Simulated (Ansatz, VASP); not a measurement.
## One calculation of BP, two programs

```
B P
1.0
     2.26784    2.26784    0.00000
    -2.26784    2.26784    0.00000
     0.00000    2.26784    2.23464
B P
1 1
Cartesian
  0.0000 0.0000 0.0000
  1.1339 3.4018 1.1173
```

Change from the starting cell: film at in-plane strain +0.01.

Alike in both runs: task single point; functional LDA; k mesh 8 × 8 × 8; no spin polarisation.

|  | VASP | Ansatz |
| --- | --- | --- |
| version | VASP 6.6.1 | Ansatz 0.2.0 |
| potentials or method | VASP PAW LDA potentials, release 64 (B, P), cutoff 520 eV | all-electron LAPW, scalar-relativistic |
| occupations | gaussian, width 0.01 eV | fixed |

VASP gave:

* gap on the k mesh at the Fermi level (eV): 0.98
* pressure (GPa): -2.7
* traceless stress, the component that is largest in VASP (GPa): 2.60

Task: What did Ansatz give for the same quantities?

Result: gap on the k mesh at the Fermi level (eV): 0.98; pressure (GPa): -2.6; traceless stress, the component that is largest in VASP (GPa): 2.60.

LDA's correlation is that of Perdew and Zunger in VASP and of Perdew and Wang (1992) in Ansatz. Ansatz ran all-electron here, and VASP with PAW potentials.
